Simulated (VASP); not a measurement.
# SiO2 (P4_2/mnm) in VASP: notebook, part 2 of 2

VASP 6.6.1. The steps go on from the part before.

## (4) Electric field gradients, PBE

This run uses another cell than the first one, of 7.77 Å³/atom.

Contents of INCAR:

```
SYSTEM = SiO2
PREC     = Accurate       ! precision mode
ENCUT    = 520            ! plane-wave cutoff, eV
EDIFF    = 1E-8           ! SCF threshold, eV
ISMEAR   = -1             ! smearing method
SIGMA    = 0.03           ! smearing width, eV
LREAL    = .FALSE.        ! projectors in reciprocal space
LASPH    = .TRUE.         ! aspherical terms in the spheres
NELM     = 80             ! most SCF steps
ALGO     = Normal         ! electronic algorithm
ISIF     = 2              ! what is computed and relaxed
LWAVE    = .FALSE.        ! write WAVECAR
LCHARG   = .FALSE.        ! write CHGCAR
GGA      = PE             ! functional
LEFG     = .TRUE.       
NBANDS   = 25             ! bands
```

Contents of KPOINTS:

```
regular mesh
0
G
  6 6 9
  0 0 0
```

Contents of POSCAR:

```
SiO2
1.0
    4.1801000000      0.0000000000      0.0000000000
    0.0000000000      4.1801000000      0.0000000000
    0.0000000000      0.0000000000      2.6678000000
Si O
2 4
Direct
    0.0000000000      0.0000000000      0.0000000000
    0.5000000000      0.5000000000      0.5000000000
    0.3067000000      0.3067000000      0.0000000000
    0.1933000000      0.8067000000      0.5000000000
    0.6933000000      0.6933000000      0.0000000000
    0.8067000000      0.1933000000      0.5000000000
```

Potentials or basis: VASP PAW PBE potentials, release 64 (Si, O).

Launch:

```
cat potpaw_PBE.64/Si/POTCAR potpaw_PBE.64/O/POTCAR > POTCAR
mpirun -np 1 vasp_std > vasp.out
```

OUTCAR:

```text
SYSTEM = SiO2
   PREC = Accurate
   ENCUT = 520
   EDIFF = 1E-8
   ISMEAR = -1
   LREAL = .FALSE.
   LASPH = .TRUE.
   NELM = 80
   ISIF = 2
   GGA = PE

 ion  position               nearest neighbor table
   1  0.000  0.000  0.000-   4 1.76   6 1.76   4 1.76   6 1.76   5 1.81   3 1.81
   2  0.500  0.500  0.500-   3 1.76   5 1.76   3 1.76   5 1.76   4 1.81   6 1.81
   3  0.307  0.307  0.000-   2 1.76   2 1.76   1 1.81
   4  0.193  0.807  0.500-   1 1.76   1 1.76   2 1.81
   5  0.693  0.693  0.000-   2 1.76   2 1.76   1 1.81
   6  0.807  0.193  0.500-   1 1.76   1 1.76   2 1.81

  LATTYP: Found a simple tetragonal cell.
 ALAT       =     4.1801000000
 C/A-ratio  =     0.6382143968

  Lattice vectors:

 A1 = (   4.1801000000,   0.0000000000,   0.0000000000)
 A2 = (   0.0000000000,   4.1801000000,   0.0000000000)
 A3 = (   0.0000000000,   0.0000000000,   2.6678000000)

Analysis of symmetry for initial positions (statically):
=====================================================================
 Subroutine PRICEL returns:
 Original cell was already a primitive cell.

 Routine SETGRP: Setting up the symmetry group for a
 simple tetragonal supercell.

 Subroutine GETGRP returns: Found 16 space group operations
 (whereof  8 operations were pure point group operations)
 out of a pool of 16 trial point group operations.

The static configuration has the point symmetry D_2h.
 The point group associated with its full space group is D_4h.

Analysis of symmetry for dynamics (positions and initial velocities):
=====================================================================
 Subroutine PRICEL returns:
 Original cell was already a primitive cell.

 Routine SETGRP: Setting up the symmetry group for a
 simple tetragonal supercell.

 Subroutine GETGRP returns: Found 16 space group operations
 (whereof  8 operations were pure point group operations)
 out of a pool of 16 trial point group operations.

The dynamic configuration has the point symmetry D_2h.
 The point group associated with its full space group is D_4h.

 Subroutine INISYM returns: Found 16 space group operations
 (whereof  8 operations are pure point group operations),
 and found     1 'primitive' translations

----------------------------------------------------------------------------------------

                                     Primitive cell

  volume of cell :      46.6151

  direct lattice vectors                    reciprocal lattice vectors
     4.180100000  0.000000000  0.000000000     0.239228727  0.000000000  0.000000000
     0.000000000  4.180100000  0.000000000     0.000000000  0.239228727  0.000000000
     0.000000000  0.000000000  2.667800000     0.000000000  0.000000000  0.374840693

  length of vectors
     4.180100000  4.180100000  2.667800000     0.239228727  0.239228727  0.374840693

  position of ions in fractional coordinates (direct lattice)
     0.000000000  0.000000000  0.000000000
     0.500000000  0.500000000  0.500000000
     0.306700000  0.306700000  0.000000000
     0.193300000  0.806700000  0.500000000
     0.693300000  0.693300000  0.000000000
[... 107 lines left out ...]
   GGA     = PE    functional components
   LHFCALC =     F    Hartree Fock is set to
   AEXX    =    0.0000 exact exchange contribution
   IVDW    =     0    specifies the selected vdW correction
   LEPSILON=     F    determine dielectric tensor
   LRPA    =     F    only Hartree local field effects (RPA)
 non-spin polarized calculation
  energy-cutoff  :      520.00
  volume of cell :       46.62
 maximum number of plane-waves:      1272
 NGX is ok and might be reduce to    32
   NGX = 15   NGY = 15   NGZ =  9

 number of electron      31.9999977 magnetization

 Free energy of the ion-electron system (eV)
  ---------------------------------------------------
  ext. energy  EPLUGINS =         0.00000000
  ---------------------------------------------------
  free energy    TOTEN  =       -46.25887281 eV

  energy without entropy =      -46.25887281  energy(sigma->0) =      -46.25887281

 E-fermi :   8.8015     XC(G=0): -12.2639

 val. band max:        8.2190220213   @ k =   0.0000   0.0000   0.0000
 cond. band min:      13.8330555254   @ k =   0.0000   0.0000   0.0000
 fundamental gap:      5.6140335041
 Fermi energy:         8.8015179478

 k-point     1 :       0.0000    0.0000    0.0000
  band No.  band energies     occupation
      1     -14.3533      2.00000
      2     -10.7098      2.00000
      3     -10.7098      2.00000
      4     -10.5191      2.00000
      5      -2.6119      2.00000
      6       1.8064      2.00000
[... 661 lines left out ...]
     24      20.9473      0.00000
     25      22.1916      0.00000

 [... further k-points ...]

------------------------ aborting loop because EDIFF is reached ----------------------------------------

  FORCE on cell =-STRESS in cart. coord.  units (eV):
  Direction    XX          YY          ZZ          XY          YZ          ZX
  --------------------------------------------------------------------------------------
  -------------------------------------------------------------------------------------
  Total        3.0807269      3.0807269      3.4585644     -0.0000000      0.0000000      0.0000000
  in kB      105.8856663    105.8856663    118.8720721     -0.0000000      0.0000000      0.0000000
  external PRESSURE =     110.2144683 kB  Pullay stress =       0.0000000 kB

 VOLUME and BASIS-vectors are now :
 -----------------------------------------------------------------------------
  energy-cutoff  :      520.00
  volume of cell :       46.62
      direct lattice vectors                 reciprocal lattice vectors
     4.180100000  0.000000000  0.000000000     0.239228727  0.000000000  0.000000000
     0.000000000  4.180100000  0.000000000     0.000000000  0.239228727  0.000000000
     0.000000000  0.000000000  2.667800000     0.000000000  0.000000000  0.374840693

 POSITION                                       TOTAL-FORCE (eV/Angst)
 -----------------------------------------------------------------------------------
      0.00000      0.00000      0.00000         0.000000      0.000000      0.000000
      2.09005      2.09005      1.33390         0.000000      0.000000      0.000000
      1.28204      1.28204      0.00000        -0.172763     -0.172763      0.000000
      0.80801      3.37209      1.33390         0.172763     -0.172763      0.000000
      2.89806      2.89806      0.00000         0.172763      0.172763     -0.000000
      3.37209      0.80801      1.33390        -0.172763      0.172763     -0.000000
 -----------------------------------------------------------------------------------
    total drift:                                0.000000      0.000000      0.000000

  FREE ENERGIE OF THE ION-ELECTRON SYSTEM (eV)
  ---------------------------------------------------
  free  energy   TOTEN  =       -46.2588728118 eV

  energy  without entropy=      -46.2588728118  energy(sigma->0) =      -46.25887281

 Electric field gradients (V/A^2)
---------------------------------------------------------------------
 ion       V_xx      V_yy      V_zz      V_xy      V_xz      V_yz
---------------------------------------------------------------------
   1       9.274     9.274   -18.548    13.427     0.000    -0.000
   2       9.274     9.274   -18.548   -13.427     0.000     0.000
   3     -23.817   -23.817    47.634    85.868    -0.000    -0.000
   4     -23.817   -23.817    47.634   -85.868     0.000     0.000
   5     -23.817   -23.817    47.634    85.868    -0.000    -0.000
   6     -23.817   -23.817    47.634   -85.868     0.000     0.000
---------------------------------------------------------------------

 Electric field gradients after diagonalization (V/A^2)
 (convention: |V_zz| > |V_xx| > |V_yy|)
----------------------------------------------------------------------
 ion       V_xx      V_yy      V_zz     asymmetry (V_yy - V_xx)/ V_zz
----------------------------------------------------------------------
   1     -18.548    -4.153    22.701       0.634
   2     -18.548    -4.153    22.701       0.634
   3      62.051    47.634  -109.685       0.131
   4      62.051    47.634  -109.685       0.131
   5      62.051    47.634  -109.685       0.131
   6      62.051    47.634  -109.685       0.131
----------------------------------------------------------------------

           NMR quadrupolar parameters

 Cq : quadrupolar parameter    Cq=e*Q*V_zz/h
 eta: asymmetry parameters     (V_yy - V_xx)/ V_zz
 Q  : nuclear electric quadrupole moment in mb (millibarn)
----------------------------------------------------------------------
 ion       Cq(MHz)       eta       Q (mb)
----------------------------------------------------------------------
   1       0.055       0.634       1.000
   2       0.055       0.634       1.000
   3      -0.265       0.131       1.000
   4      -0.265       0.131       1.000
   5      -0.265       0.131       1.000
   6      -0.265       0.131       1.000
----------------------------------------------------------------------
```

It took 60 s on 1 thread of Intel Xeon 8259CL, shared host; peak memory 0.17 GiB.

What came out:

* Free energy: -46.2589 eV
* Pressure: 11.0 GPa
* Largest force: 0.244 eV/Å
* Band gap on the k mesh: 5.61 eV
* Largest electric field gradient by atom: Si +22.7; O -109.7 V/Å²

Forces in eV/Å, atoms in the order of the input:
```
Si   0.000  0.000  0.000
Si   0.000  0.000  0.000
O   -0.173 -0.173  0.000
O    0.173 -0.173  0.000
O    0.173  0.173  0.000
O   -0.173  0.173  0.000
```

Stress tensor (GPa, compression positive):
```
10.59  0.00  0.00
 0.00 10.59  0.00
 0.00  0.00 11.89
```

Electric field gradients, principal values (V/Å²):
```
atom   least   middle  greatest (by size)
1 Si  -4.153  -18.548              22.701
2 Si  -4.153  -18.548              22.701
 3 O  47.634   62.051            -109.685
 4 O  47.634   62.051            -109.685
 5 O  47.634   62.051            -109.685
 6 O  47.634   62.051            -109.685
```

Caveat: the cell stands under pressure; without QUAD_EFG the Cq values of the log hold for a quadrupole moment of 1 mb, not for the nuclei; an odd mesh through Γ misses points on the zone boundary, where band edges can lie.

## (5) Electric field gradients, PBE, collinear spin, ferromagnetic start

This run uses another cell than the first one, of 7.77 Å³/atom.

Contents of INCAR:

```
SYSTEM = SiO2
  PREC = Accurate
  ENCUT = 520
  EDIFF = 1E-8
  ISMEAR = -1
  SIGMA = 0.03
  LREAL = .FALSE.
  LASPH = .TRUE.
  NELM = 150
  ALGO = Normal
  ISIF = 2
  LWAVE = .FALSE.
  LCHARG = .FALSE.
  ISPIN = 2
  MAGMOM = 0.2 0.2 0.2 0.2 0.2 0.2
  LORBIT = 11
  GGA = PE
  LEFG = .TRUE.
  NBANDS = 29
```

Contents of KPOINTS:

```
Automatic mesh
0
G
  6 6 9
  0 0 0
```

POSCAR is that of step 4.

Potentials or basis: VASP PAW PBE potentials, release 64 (Si, O).

Launch:

```
cat potpaw_PBE.64/Si/POTCAR potpaw_PBE.64/O/POTCAR > POTCAR
mpirun -np 1 vasp_std > vasp.out
```

OUTCAR:

```text
SYSTEM = SiO2
   PREC = Accurate
   ENCUT = 520
   EDIFF = 1E-8
   ISMEAR = -1
   LREAL = .FALSE.
   LASPH = .TRUE.
   NELM = 150
   ISIF = 2
   ISPIN = 2
   LORBIT = 11
   GGA = PE

 ion  position               nearest neighbor table
   1  0.000  0.000  0.000-   4 1.76   6 1.76   4 1.76   6 1.76   5 1.81   3 1.81
   2  0.500  0.500  0.500-   3 1.76   5 1.76   3 1.76   5 1.76   4 1.81   6 1.81
   3  0.307  0.307  0.000-   2 1.76   2 1.76   1 1.81
   4  0.193  0.807  0.500-   1 1.76   1 1.76   2 1.81
   5  0.693  0.693  0.000-   2 1.76   2 1.76   1 1.81
   6  0.807  0.193  0.500-   1 1.76   1 1.76   2 1.81

  LATTYP: Found a simple tetragonal cell.
 ALAT       =     4.1801000000
 C/A-ratio  =     0.6382143968

  Lattice vectors:

 A1 = (   4.1801000000,   0.0000000000,   0.0000000000)
[... 1768 lines left out ...]
----------------------------------------------------------------------

           NMR quadrupolar parameters

 Cq : quadrupolar parameter    Cq=e*Q*V_zz/h
 eta: asymmetry parameters     (V_yy - V_xx)/ V_zz
 Q  : nuclear electric quadrupole moment in mb (millibarn)
----------------------------------------------------------------------
 ion       Cq(MHz)       eta       Q (mb)
----------------------------------------------------------------------
   1       0.055       0.634       1.000
   2       0.055       0.634       1.000
   3      -0.265       0.131       1.000
   4      -0.265       0.131       1.000
   5      -0.265       0.131       1.000
   6      -0.265       0.131       1.000
----------------------------------------------------------------------

 total charge

# of ion       s       p       d       tot
------------------------------------------
    1        0.589   0.878   0.000   1.467
    2        0.589   0.878   0.000   1.467
    3        1.551   3.694   0.000   5.245
    4        1.551   3.694   0.000   5.245
    5        1.551   3.694   0.000   5.245
    6        1.551   3.694   0.000   5.245
--------------------------------------------------
tot          7.380  16.533   0.000  23.912

 magnetization (x)

# of ion       s       p       d       tot
------------------------------------------
    1        0.000   0.000   0.000   0.000
    2        0.000   0.000   0.000   0.000
    3       -0.000  -0.000   0.000  -0.000
    4       -0.000  -0.000   0.000  -0.000
    5       -0.000  -0.000   0.000  -0.000
    6       -0.000  -0.000   0.000  -0.000
--------------------------------------------------
tot          0.000   0.000   0.000   0.000
```

Run time: 2.4 min. Hardware: 1 thread of Intel Xeon 8259CL, shared host; peak memory 0.22 GiB.

What came out:

```
Free energy                                           : -46.2589 eV
Pressure                                              : 11.0 GPa
Largest force                                         : 0.244 eV/Å
Band gap on the k mesh                                : 5.61 eV
Net moment                                            : 0.00 μB per cell
Largest electric field gradient by atom               : Si +22.7; O -109.7 V/Å²
Valence electrons inside the program's atomic spheres : Si 1.47; O 5.25
```

Forces on the atoms (eV/Å):
```
Si   0.000  0.000  0.000
Si   0.000  0.000  0.000
O   -0.173 -0.173  0.000
O    0.173 -0.173  0.000
O    0.173  0.173  0.000
O   -0.173  0.173  0.000
```

Levels at points of the mesh, in eV from the valence-band top:
Spin up:
```csv
k point,band 13,band 14,band 15,band 16,band 17,band 18,band 19,band 20
"(0.00, 0.00, 0.00)",-2.55,-0.87,-0.87,0.00,5.61,6.69,8.52,8.52
"(0.50, 0.00, 0.00)",-2.70,-2.70,-1.07,-1.07,7.73,7.73,9.09,9.09
"(0.50, 0.50, 0.00)",-2.63,-2.63,-2.27,-2.27,7.40,7.40,10.06,10.06
```
Spin down:
| k point | band 14 | band 15 | band 16 | band 17 | band 18 | band 19 |
| --- | --- | --- | --- | --- | --- | --- |
| (0.00, 0.00, 0.00) | -0.87 | -0.87 | 0.00 | 5.61 | 6.69 | 8.52 |
| (0.50, 0.00, 0.00) | -2.70 | -1.07 | -1.07 | 7.73 | 7.73 | 9.09 |
| (0.50, 0.50, 0.00) | -2.63 | -2.27 | -2.27 | 7.40 | 7.40 | 10.06 |

Electric field gradients, principal values (V/Å²):
```tsv
atom	least	middle	greatest (by size)
1 Si	-4.153	-18.548	22.701
2 Si	-4.153	-18.548	22.701
3 O	47.634	62.051	-109.685
4 O	47.634	62.051	-109.685
5 O	47.634	62.051	-109.685
6 O	47.634	62.051	-109.685
```

Caveat: the cell stands under pressure; without QUAD_EFG the Cq values of the log hold for a quadrupole moment of 1 mb, not for the nuclei; an odd mesh through Γ misses points on the zone boundary, where band edges can lie.

## (6) Summary

| spin | cell | gap on the mesh (eV) | pressure (GPa) | largest force (eV/Å) |
| --- | --- | --- | --- | --- |
| off | a = 4.306, b = 4.306, c = 2.668 Å, 6 atoms | 4.69 | -5.6 | 0.39 |
| off | a = 4.180, b = 4.180, c = 2.668 Å, 6 atoms | 5.61 | 11.0 | 0.24 |
| collinear, ferromagnetic start | a = 4.180, b = 4.180, c = 2.668 Å, 6 atoms | 5.61 | 11.0 | 0.24 |

Alike in all rows: task electric field gradients; level PBE; potentials or basis VASP PAW PBE potentials, release 64 (Si, O); k mesh 6 × 6 × 9; cutoff (eV) 520; smearing fermi-dirac 0.03 eV.

Caveats: an odd mesh through Γ misses points on the zone boundary, where band edges can lie; the cell stands under pressure (at least some runs); the cell stands under tension (at least some runs).

Absolute energies hang on the potentials; compare differences alone.
